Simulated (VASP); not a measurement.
A run of VASP 6.6.1 is set up as follows.

INCAR

```
SYSTEM = SrTiO3
PREC     = Accurate       ! precision mode
ENCUT    = 520            ! plane-wave cutoff, eV
EDIFF    = 1E-7           ! SCF threshold, eV
ISMEAR   = -1             ! smearing method
SIGMA    = 0.02           ! smearing width, eV
LREAL    = .False.        ! projectors in reciprocal space
LASPH    = .True.         ! aspherical terms in the spheres
NELM     = 120            ! most SCF steps
ALGO     = Normal         ! electronic algorithm
ISIF     = 2              ! what is computed and relaxed
LWAVE    = .False.        ! write WAVECAR
LCHARG   = .False.        ! write CHGCAR
GGA      = PE             ! functional
IBRION   = 2              ! ionic algorithm
NSW      = 80             ! ionic steps
EDIFFG   = -0.02          ! ionic threshold
GGA_COMPAT= .False.      
NELMIN   = 4
```

KPOINTS

```
regular mesh
0
Gamma
  8 8 8
  0 0 0
```

File POSCAR:

```
SrTiO3
1.0
    3.9563874719      0.0000000000      0.0000000000
    0.0000000000      3.9563874719      0.0000000000
    0.0000000000      0.0000000000      3.9563874719
Sr Ti O
1 1 3
Direct
    0.0000000000      0.0000000000      0.0000000000
    0.5000000000      0.5000000000      0.5000000000
    0.0000000000      0.5000000000      0.5000000000
    0.5000000000      0.0000000000      0.5000000000
    0.5000000000      0.5000000000      0.0000000000
```

Potentials or basis: VASP PAW PBE potentials, release 64 (Sr_sv, Ti_sv, O).

Run with:

```console
$ cat potpaw_PBE.64/Sr_sv/POTCAR potpaw_PBE.64/Ti_sv/POTCAR potpaw_PBE.64/O/POTCAR > POTCAR
$ mpirun -np 1 vasp_std > vasp.out
```

(1) Estimate the band gap on the k mesh.

Answers

(1) 1.78 eV, indirect (least direct gap 2.16 eV).

Caveat: the relaxation stopped at its first step, so nothing moved.
